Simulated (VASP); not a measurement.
Runs of VASP 6.6.1 on GeW (CsCl type). The structure is that of space group Pm-3m (No. 221), or close to it. The cells are those of the table. 

| task | cell | cutoff (eV) | gap on the mesh (eV) | pressure (GPa) |
| --- | --- | --- | --- | --- |
| relaxation of cell and atoms | relaxed to 340 GPa from a = 2.633 Å, 2 atoms | 600 | none | 339.9 |
| single point | a = 2.632 Å, 2 atoms | 520 | none | 347.6 |
| relaxation of cell and atoms | relaxed to 340 GPa from a = 2.662 Å, 2 atoms | 600 | none | 340.0 |
| single point | a = 2.633 Å, 2 atoms | 520 | none | (a) |

Alike in all rows: level PBE; potentials or basis VASP PAW PBE potentials, release 64 (W_sv, Ge_d); no spin polarisation; k mesh 15 × 15 × 15; smearing fermi-dirac 0.05 eV.

Task: Estimate the missing entries.

Result: (a) 346.0.

Caveats: spin-orbit coupling is left out, which moves the levels of the heavy elements; the cell is relaxed towards a set pressure, so the run minimises the enthalpy, not the energy (at least some runs); the cell stands under pressure (at least some runs).

A k mesh can miss the band edges, and the runs leave out spin-orbit coupling on Ge, W.

A gap of «none» marks levels without a gap at the run's occupations.
